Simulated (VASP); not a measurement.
A run of VASP 6.6.1 is set up as follows.

Contents of INCAR:

```
SYSTEM = WS2
PREC     = Accurate       ! precision mode
ENCUT    = 520            ! plane-wave cutoff, eV
EDIFF    = 1E-6           ! SCF threshold, eV
ISMEAR   = 0              ! smearing method
SIGMA    = 0.05           ! smearing width, eV
LREAL    = .False.        ! projectors in reciprocal space
LASPH    = .True.         ! aspherical terms in the spheres
NELM     = 100            ! most SCF steps
ALGO     = Normal         ! electronic algorithm
ISIF     = 2              ! what is computed and relaxed
LWAVE    = .False.        ! write WAVECAR
LCHARG   = .False.        ! write CHGCAR
GGA      = PS             ! functional
IVDW     = 12             ! dispersion correction
NBANDS   = 20             ! bands
```

KPOINTS

```
regular mesh
0
Gamma
  12 12 12
  0 0 0
```

POSCAR

```
WS2
1.0
    1.5000503651      0.8660544821      6.1633300000
   -1.5000503651      0.8660544821      6.1633300000
    0.0000000000     -1.7321089641      6.1633300000
W S
1 2
Direct
    0.0000000000      0.0000000000      0.0000000000
    0.7503000000      0.7503000000      0.7503000000
    0.5810000000      0.5810000000      0.5810000000
```

Potentials or basis: VASP PAW PBE potentials, release 64 (W_sv, S).

Command:

```bash
$ cat potpaw_PBE.64/W_sv/POTCAR potpaw_PBE.64/S/POTCAR > POTCAR
$ mpirun -np 1 vasp_std > vasp.out
```

Q: What does it give for the band gap on the k mesh?

A: 1.10 eV, indirect (least direct gap 2.51 eV).

Q: What does it give for the pressure?

A: 16.0 GPa.

Forces in eV/Å, atoms in the order of the input:
```
W    0.000  0.000 -0.762
S    0.000  0.000  1.710
S    0.000  0.000 -0.948
```

Caveat: the cell differs from its parent crystal (strain -0.050 along x and y, +0.000 along z); the PAW data sets were made with another functional, which shifts forces and pressure a little; spin-orbit coupling is left out, which moves the levels of the heavy elements. A k mesh can miss the band edges.
